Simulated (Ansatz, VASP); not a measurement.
**One calculation of SrTiO3, two programs**

```
Sr Ti O
1.0
     4.07418    0.00000    0.00000
     0.00000    4.07418    0.00000
     0.00000    0.00000    3.66086
Sr Ti O
1 1 3
Direct
  0.00342 0.00000 0.00000
  0.51613 0.50000 0.50000
  0.97561 0.50000 0.50000
  0.47870 0.00000 0.50000
  0.47870 0.50000 0.00000
```

Change from the starting cell: mode 1 frozen in at -0.096 Å, strain +e along z and -e/2 along x and y -0.0700.

Alike in both runs: task single point; functional PBE; k mesh 8 × 8 × 8; occupations gaussian, width 0.05 eV; no spin polarisation.

|  | VASP | Ansatz |
| --- | --- | --- |
| version | VASP 6.6.1 | Ansatz 0.2.0 |
| potentials or method | VASP PAW PBE potentials, release 64 (Sr_sv, Ti_sv, O), cutoff 520 eV | scalar-relativistic, plane waves, PAW |
| valence electrons in the cell | 40 | 40 |

```csv
,VASP,Ansatz,Ansatz less VASP
gap on the k mesh at the Fermi level (eV),1.97,2.00,+0.033
least direct gap on the mesh (eV),2.49,2.51,+0.020
pressure (GPa),5.5,4.9,-0.62
"traceless stress, the component that is largest in VASP (GPa)",17.32,17.14,-0.181
rms of the force components (eV/Å),0.151,0.159,+0.0089
```

Atom by atom the forces differ by 0.019 eV/Å (rms over components).
